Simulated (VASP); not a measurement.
Set up this calculation in VASP 6.6.1, as the native input.

```
Task                   : single point
Functional             : PBE
Potentials or basis    : VASP PAW PBE potentials, release 64 (Ti_sv)
Cutoff                 : 520 eV
k mesh                 : 24 × 24 × 14
Occupations            : gaussian, width 0.15 eV
Spin                   : no spin polarisation
Dipole correction      : no
Further INCAR settings : ALGO = Fast; EDIFF = 1e-07; NBANDS = 19
```

The structure of Ti lies in POSCAR:

```
Ti
1.0
    2.8209197388      0.0000000000      0.0000000000
   -1.4104598694      2.4429881559      0.0000000000
    0.0000000000      0.0000000000      4.4646086540
Ti
2
Direct
    0.3333333333      0.6666666667      0.2500000000
    0.6666666667      0.3333333333      0.7500000000
```

This cell differs from its parent crystal: strain -0.040 along x and y, -0.040 along z.

One way to write it, as run:

INCAR

```
ALGO = Fast ; EDIFF = 1E-7
ENCUT = 520 ; GGA = PE
ISIF = 2 ; ISMEAR = 0
LASPH = True ; LCHARG = True
LELF = True ; LREAL = False
LVHAR = True ; LWAVE = False
NBANDS = 19 ; NELM = 80
PREC = Accurate ; SIGMA = 0.15
```

KPOINTS

```
k-points
0
Gamma
  24 24 14
```

Potentials or basis: VASP PAW PBE potentials, release 64 (Ti_sv).

Command:

```console
$ cat potpaw_PBE.64/Ti_sv/POTCAR > POTCAR
$ mpirun -np 1 vasp_std > vasp.out
```

Results of the run:

```yaml
Pressure: 16.5 GPa
Band_gap_on_the_k_mesh: zero (bands 12 and 13 overlap by 1.21 eV)
```

Caveat: the cell differs from its parent crystal (strain -0.040 along x and y, -0.040 along z); the cell stands under pressure.

It took 14 min on 1 thread of Intel(R) Xeon(R) Platinum 8375C CPU @ 2.90GHz (Ice Lake), with other jobs on the host, peak memory 0.35 GiB.
